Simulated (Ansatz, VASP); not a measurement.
## ZnS: VASP beside Ansatz

```
Zn S
1.0
     0.00000    2.92102    2.70465
     2.92102    0.00000    2.70465
     2.92102    2.92102    0.00000
Zn S
1 1
Direct
  0.00000 0.00000 0.00000
  0.75000 0.75000 0.75000
```

Change from the starting cell: strain +0.080 along x and y, +0.000 along z, atoms carried along.

Alike in both runs: task single point; functional PBE; k mesh 10 × 10 × 10; occupations gaussian, width 0.05 eV; no spin polarisation.

```csv
,VASP,Ansatz
version,VASP 6.6.1,Ansatz 0.2.0
potentials or method,"VASP PAW PBE potentials, release 64 (Zn, S), cutoff 520 eV","scalar-relativistic, plane waves, PAW"
valence electrons in the cell,18,18
```

```csv
,VASP,Ansatz,Ansatz less VASP
gap on the k mesh at the Fermi level (eV),1.30,1.30,0.000
least direct gap on the mesh (eV),1.30,1.30,0.000
pressure (GPa),-6.9,-7.0,-0.09
"traceless stress, the component that is largest in VASP (GPa)",1.95,1.96,+0.009
```

With one functional, cell and mesh, what is left measures potentials, basis and numerics.
